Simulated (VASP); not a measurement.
TePb (NiAs type): relaxation of cell and atoms with PBE

The system is TePb (NiAs type).

```
Pb Te
1.0
     4.49350    0.00000    0.00000
    -2.24675    3.89148    0.00000
     0.00000    0.00000    6.96492
Pb Te
2 2
Cartesian
  0.0000 0.0000 0.0000
  0.0000 0.0000 3.4825
  0.0000 2.5943 1.7412
  2.2467 1.2972 5.2237
```

```json
{
 "Program": "VASP 6.6.1",
 "Task": "relaxation of cell and atoms",
 "Functional": "PBE",
 "Potentials or basis": "VASP PAW PBE potentials, release 64 (Pb_d, Te)",
 "Cutoff": "600 eV",
 "k mesh": "9 × 9 × 5",
 "Occupations": "fermi-dirac, width 0.1 eV",
 "Spin": "no spin polarisation",
 "Target pressure": "8.2 GPa",
 "Dipole correction": "no",
 "Further INCAR settings": "ALGO = Normal; EDIFF = 1e-06; IBRION = 2; EDIFFG = -0.005; NSW = 60; ISIF = 3"
}
```

```json
{"Relaxed volume": "30.58 Å³/atom", "Relaxed cell": "a = 4.243 Å, b = 4.243 Å, c = 7.843 Å, α = 90.00°, β = 90.00°, γ = 120.00°", "Space group after relaxing (to 0.05 Å)": "P6_3/mmc (No. 194)", "Energy change on relaxing (the enthalpy is what falls)": "-58.8 meV/atom", "Ionic steps": "13", "Pressure after relaxing": "8.2 GPa", "Band gap on the k mesh": "zero (band 20 reaches 7.85 eV, above the bottom of band 21 at 7.41 eV)"}
```

The path:
| step | energy change (eV) | largest force (eV/Å) | pressure (GPa) | volume (Å³) |
| --- | --- | --- | --- | --- |
| 1 | 0.0000 | 0.0000 | 9.73 | 121.79 |
| 2 | -0.3328 | 0.0000 | 6.70 | 126.94 |
| 3 | -0.3637 | 0.0000 | 6.39 | 127.53 |
| 4 | -0.3745 | 0.0000 | 6.71 | 126.57 |
| 5 | -0.3385 | 0.0000 | 7.27 | 124.58 |
| 6 | -0.0359 | 0.0000 | 8.29 | 119.66 |
| 7 | -0.2846 | 0.0000 | 7.61 | 123.30 |
| 8 | -0.2895 | 0.0000 | 7.58 | 123.40 |
| 9 | -0.2033 | 0.0000 | 8.66 | 121.71 |
| 10 | -0.2445 | 0.0000 | 8.15 | 122.48 |
| 11 | -0.2436 | 0.0000 | 8.16 | 122.47 |
| 12 | -0.2415 | 0.0000 | 8.18 | 122.43 |
| 13 | -0.2353 | 0.0000 | 8.21 | 122.30 |

Final structure:
```
Pb Te
1.0
     4.24333    0.00000    0.00000
    -2.12167    3.67483    0.00000
     0.00000    0.00000    7.84307
Pb Te
2 2
Direct
  0.00000 0.00000 0.00000
  0.00000 0.00000 0.50000
  0.33333 0.66667 0.25000
  0.66667 0.33333 0.75000
```

Levels at points of the mesh, in eV from the Fermi level:
```
           k point  band 17  band 18  band 19  band 20  band 21  band 22  band 23  band 24
(0.00, 0.00, 0.00)    -1.71    -1.08    -1.08     0.54     0.64     2.29     2.29     2.56
```

It took 11 min on 1 thread of Oxide Virtual Turin-like Processor (shared host), peak memory 0.31 GiB.

Caveat: the cell is relaxed towards a set pressure, so the enthalpy falls and the energy may rise; spin-orbit coupling is left out, which moves the levels of the heavy elements.
